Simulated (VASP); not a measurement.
# V (Fd-3m) in VASP: further runs

Runs on V. Level: PBE. Tasks: single point, relaxation of cell and atoms.

Program: VASP 6.6.1. These are calculated values, not measurements. Logs are shortened: lines on timing, memory, paths and dates and some standing lists are left out, and cuts for length are marked.

### Step 1. The cell of the first run

Symmetry: Fd-3m, No. 227, cubic system. The conventional cell has a = 5.461 Å, b = 5.461 Å, c = 5.461 Å, α = 90.00°, β = 90.00°, γ = 90.00°. V (site symmetry -43m) has 4 V at 2.36 Å within 3.1 Å.

### Step 2. Single point, PBE, collinear spin, ferromagnetic start

INCAR

```
  PREC = Accurate
  ENCUT = 520
  EDIFF = 1E-7
  ISMEAR = 0
  SIGMA = 0.1
  LREAL = F
  LASPH = T
  NELM = 150
  ALGO = Normal
  ISIF = 2
  LWAVE = F
  LCHARG = F
  ISPIN = 2
  MAGMOM = 1.5 1.5
  LORBIT = 11
  LMAXMIX = 4
  GGA = PE
  NBANDS = 24
```

KPOINTS

```
Automatic mesh
0
Gamma
  7 7 7
```

POSCAR

```
V
1.0
    0.0000000000      2.7305875431      2.7305875431
    2.7305875431      0.0000000000      2.7305875431
    2.7305875431      2.7305875431      0.0000000000
V
2
Direct
    0.0000000000      0.0000000000      0.0000000000
    0.2500000000      0.2500000000      0.2500000000
```

Potentials or basis: VASP PAW PBE potentials, release 64 (V_sv).

The run is started by

```sh
$ cat potpaw_PBE.64/V_sv/POTCAR > POTCAR
$ mpirun -np 1 vasp_std > vasp.out
```

OUTCAR:

```text
PREC = Accurate
   ENCUT = 520
   EDIFF = 1E-7
   ISMEAR = 0
   LREAL = F
   LASPH = T
   NELM = 150
   ISIF = 2
   ISPIN = 2
   LORBIT = 11
   GGA = PE

 ion  position               nearest neighbor table
   1  0.000  0.000  0.000-   2 2.36   2 2.36   2 2.36   2 2.36
   2  0.250  0.250  0.250-   1 2.36   1 2.36   1 2.36   1 2.36

  LATTYP: Found a face centered cubic cell.
 ALAT       =     5.4611750862

  Lattice vectors:

 A1 = (   0.0000000000,   2.7305875431,   2.7305875431)
 A2 = (   2.7305875431,   0.0000000000,   2.7305875431)
 A3 = (   2.7305875431,   2.7305875431,   0.0000000000)

Analysis of symmetry for initial positions (statically):
=====================================================================
 Subroutine PRICEL returns:
 Original cell was already a primitive cell.

 Routine SETGRP: Setting up the symmetry group for a
 face centered cubic supercell.

 Subroutine GETGRP returns: Found 48 space group operations
 (whereof 24 operations were pure point group operations)
 out of a pool of 48 trial point group operations.

The static configuration has the point symmetry T_d .
 The point group associated with its full space group is O_h .

Analysis of symmetry for dynamics (positions and initial velocities):
=====================================================================
 Subroutine PRICEL returns:
 Original cell was already a primitive cell.

 Routine SETGRP: Setting up the symmetry group for a
 face centered cubic supercell.

 Subroutine GETGRP returns: Found 48 space group operations
 (whereof 24 operations were pure point group operations)
 out of a pool of 48 trial point group operations.

The dynamic configuration has the point symmetry T_d .
 The point group associated with its full space group is O_h .

Analysis of structural, dynamic, and magnetic symmetry:
=====================================================================
 Subroutine PRICEL returns:
 Original cell was already a primitive cell.

 Routine SETGRP: Setting up the symmetry group for a
 face centered cubic supercell.

 Subroutine GETGRP returns: Found 48 space group operations
 (whereof 24 operations were pure point group operations)
 out of a pool of 48 trial point group operations.

The overall configuration has the point symmetry T_d .
 The point group associated with its full space group is O_h .

 Subroutine INISYM returns: Found 48 space group operations
 (whereof 24 operations are pure point group operations),
 and found     1 'primitive' translations

----------------------------------------------------------------------------------------

                                     Primitive cell

  volume of cell :      40.7191

  direct lattice vectors                    reciprocal lattice vectors
     0.000000000  2.730587543  2.730587543    -0.183110775  0.183110775  0.183110775
     2.730587543  0.000000000  2.730587543     0.183110775 -0.183110775  0.183110775
     2.730587543  2.730587543  0.000000000     0.183110775  0.183110775 -0.183110775

  length of vectors
     3.861633937  3.861633937  3.861633937     0.317157165  0.317157165  0.317157165

  position of ions in fractional coordinates (direct lattice)
     0.000000000  0.000000000  0.000000000
     0.250000000  0.250000000  0.250000000

  ion indices of the primitive-cell ions
   primitive index   ion index
                 1           1
                 2           2

----------------------------------------------------------------------------------------

 KPOINTS: Automatic mesh

Automatic generation of k-mesh.
 Grid dimensions read from file:
 generate k-points for:    7    7    7

 Generating k-lattice:

  Cartesian coordinates                     Fractional coordinates (reciprocal lattice)
    -0.026158682  0.026158682  0.026158682     0.142857143  0.000000000  0.000000000
     0.026158682 -0.026158682  0.026158682     0.000000000  0.142857143  0.000000000
     0.026158682  0.026158682 -0.026158682     0.000000000  0.000000000  0.142857143

  Length of vectors
     0.045308166  0.045308166  0.045308166

  Shift w.r.t. Gamma in fractional coordinates (k-lattice)
     0.000000000  0.000000000  0.000000000

 Subroutine IBZKPT returns following result:
 ===========================================

 Found     20 irreducible k-points:

 Following reciprocal coordinates:
            Coordinates               Weight
  0.000000  0.000000  0.000000      1.000000
  0.142857  0.000000  0.000000      8.000000
  0.285714  0.000000  0.000000      8.000000
  0.428571  0.000000  0.000000      8.000000
  0.142857  0.142857  0.000000      6.000000
  0.285714  0.142857  0.000000     24.000000
[... 12 lines left out ...]
 -0.428571  0.428571  0.142857     24.000000
 -0.285714  0.428571  0.142857     24.000000
   k-points           NKPTS =     20   k-points in BZ     NKDIM =     20   number of bands    NBANDS=     24
   number of dos      NEDOS =    301   number of ions     NIONS =      2
   total plane-waves  NPLWV =  27000
   dimension x,y,z NGX =    30 NGY =   30 NGZ =   30
   dimension x,y,z NGXF=    60 NGYF=   60 NGZF=   60
   ions per type =               2
   NGX,Y,Z   is equivalent  to a cutoff of  12.92, 12.92, 12.92 a.u.
   NGXF,Y,Z  is equivalent  to a cutoff of  25.83, 25.83, 25.83 a.u.
 SYSTEM =  unknown system
   PREC   = accura    normal or accurate (medium, high low for compatibility)
   ISTART =      0    job   : 0-new  1-cont  2-samecut
   ICHARG =      2    charge: 1-file 2-atom 10-const
   ISPIN  =      2    spin polarized calculation?
   LNONCOLLINEAR =      F non collinear calculations
   LSORBIT =      F    spin-orbit coupling
   LASPH  =      T    aspherical Exc in radial PAW
   ENCUT  =  520.0 eV  38.22 Ry    6.18 a.u.   7.18  7.18  7.18*2*pi/ulx,y,z
   NELM   =    150;   NELMIN=  2; NELMDL= -5     # of ELM steps
   EDIFF  = 0.1E-06   stopping-criterion for ELM
   LREAL  =      F    real-space projection
   EDIFFG = 0.1E-05   stopping-criterion for IOM
   NSW    =      0    number of steps for IOM
   IBRION =     -1    ionic relax: 0-MD 1-quasi-New 2-CG
   NFREE  =      0    steps in history (QN), initial steepest desc. (CG)
   ISIF   =      2    stress and relaxation
   ISYM   =      2    0-nonsym 1-usesym 2-fastsym
   POTIM  = 0.5000    time-step for ionic-motion
   TEBEG  =    0.0;   TEEND  =   0.0 temperature during run
   PSTRESS=    0.0 pullay stress
   NELECT =      26.0000    total number of electrons
   NUPDOWN=      -1.0000    fix difference up-down
   EMIN   =  10.00;   EMAX   =-10.00  energy-range for DOS
   EFERMI =   0.00;   METHOD = LEGACY
   ISMEAR =     0;   SIGMA  =   0.10  broadening in eV -4-tet -1-fermi 0-gaus
   EFERMI_NEDOS =   21; number of points for ismear=-14 and -15
   IALGO  =     38    algorithm
   IMIX   =      4    mixing-type and parameters
     AMIX     =   0.40;   BMIX     =  1.00
     AMIX_MAG =   1.60;   BMIX_MAG =  1.00
  volume/ion in A,a.u.               =      20.36       137.39
  Fermi-wavevector in a.u.,A,eV,Ry     =   1.409721  2.663986 27.039040  1.987313
  Thomas-Fermi vector in A             =   2.531748
   LORBIT       =     11    0 simple, 1 ext, 2 COOP (PROOUT), +10 PAW based schemes
   GGA     = PE    functional components
   LHFCALC =     F    Hartree Fock is set to
   AEXX    =    0.0000 exact exchange contribution
   IVDW    =     0    specifies the selected vdW correction
   LEPSILON=     F    determine dielectric tensor
   LRPA    =     F    only Hartree local field effects (RPA)
 spin polarized calculation
 Gauss-broadening in eV      SIGMA  =   0.10
  energy-cutoff  :      520.00
  volume of cell :       40.72
 maximum number of plane-waves:      1117
 NGX is ok and might be reduce to    30
   NGX = 15   NGY = 15   NGZ = 15

 number of electron      25.9999993 magnetization       3.7554782

 Free energy of the ion-electron system (eV)
  ---------------------------------------------------
  ext. energy  EPLUGINS =         0.00000000
  ---------------------------------------------------
  free energy    TOTEN  =       -13.39750434 eV

  energy without entropy =      -13.37921368  energy(sigma->0) =      -13.38835901

 E-fermi :   5.4168     XC(G=0): -10.4642

 val. band max:        5.3948983789   @ k =   0.4286   0.2857   0.0000
 cond. band min:       5.4200451125   @ k =   0.1429   0.1429   0.0000
 fundamental gap:      0.0251467336
 Fermi energy:         5.4168427356

 spin component 1

 k-point     1 :       0.0000    0.0000    0.0000
  band No.  band energies     occupation
      1     -59.2057      1.00000
      2     -58.7464      1.00000
      3     -33.2286      1.00000
      4     -33.2286      1.00000
      5     -33.2286      1.00000
      6     -32.5467      1.00000
[... 16 lines left out ...]
     23      17.7542      0.00000
     24      17.7542      0.00000
[... 489 lines left out ...]
      1     -59.0096      1.00000
      2     -58.9459      1.00000
      3     -33.4009      1.00000
      4     -33.3713      1.00000
      5     -32.9653      1.00000
      6     -32.8174      1.00000
[... 16 lines left out ...]
     23      16.8504      0.00000
     24      19.2108      0.00000
 Fermi energy:         5.4168427356

 spin component 2

 k-point     1 :       0.0000    0.0000    0.0000
  band No.  band energies     occupation
      1     -57.7100      1.00000
      2     -57.2637      1.00000
      3     -31.7286      1.00000
      4     -31.7286      1.00000
      5     -31.7286      1.00000
      6     -31.0789      1.00000
[... 16 lines left out ...]
     23      18.0651      0.00000
     24      18.7605      0.00000
[... 490 lines left out ...]
      2     -57.4573      1.00000
      3     -31.9038      1.00000
      4     -31.8735      1.00000
      5     -31.4802      1.00000
      6     -31.3361      1.00000
[... 16 lines left out ...]
     23      17.5410      0.00000
     24      19.9305      0.00000

------------------------ aborting loop because EDIFF is reached ----------------------------------------

  FORCE on cell =-STRESS in cart. coord.  units (eV):
  Direction    XX          YY          ZZ          XY          YZ          ZX
  --------------------------------------------------------------------------------------
  -------------------------------------------------------------------------------------
  Total        0.0762246      0.0762246      0.0762246      0.0000000      0.0000000      0.0000000
  in kB        2.9992149      2.9992149      2.9992149      0.0000000      0.0000000      0.0000000
  external PRESSURE =       2.9992149 kB  Pullay stress =       0.0000000 kB

 VOLUME and BASIS-vectors are now :
 -----------------------------------------------------------------------------
  energy-cutoff  :      520.00
  volume of cell :       40.72
      direct lattice vectors                 reciprocal lattice vectors
     0.000000000  2.730587543  2.730587543    -0.183110775  0.183110775  0.183110775
     2.730587543  0.000000000  2.730587543     0.183110775 -0.183110775  0.183110775
     2.730587543  2.730587543  0.000000000     0.183110775  0.183110775 -0.183110775

 POSITION                                       TOTAL-FORCE (eV/Angst)
 -----------------------------------------------------------------------------------
      0.00000      0.00000      0.00000         0.000000      0.000000      0.000000
      1.36529      1.36529      1.36529        -0.000000     -0.000000     -0.000000
 -----------------------------------------------------------------------------------
    total drift:                                0.000000     -0.000000      0.000000

  FREE ENERGIE OF THE ION-ELECTRON SYSTEM (eV)
  ---------------------------------------------------
  free  energy   TOTEN  =       -13.3975043370 eV

  energy  without entropy=      -13.3792136826  energy(sigma->0) =      -13.38835901

 total charge

# of ion       s       p       d       tot
------------------------------------------
    1        2.343   6.102   3.218  11.663
    2        2.343   6.102   3.218  11.663
--------------------------------------------------
tot          4.686  12.204   6.436  23.326

 magnetization (x)

# of ion       s       p       d       tot
------------------------------------------
    1        0.093   0.083   1.530   1.706
    2        0.093   0.083   1.530   1.706
--------------------------------------------------
tot          0.186   0.166   3.059   3.412
```

It took 21 s on 1 thread of Intel Xeon 6975P-C (Granite Rapids), shared host; peak memory 0.19 GiB.

Results:

```yaml
Free_energy: -13.3975 eV
Pressure: 0.3 GPa
Net_moment: 3.76 μB per cell
Site_moments: V +1.71 μB
Valence_electrons_inside_the_program's_atomic_spheres: V 11.66
```

(Part 1 of 2 ends here.)
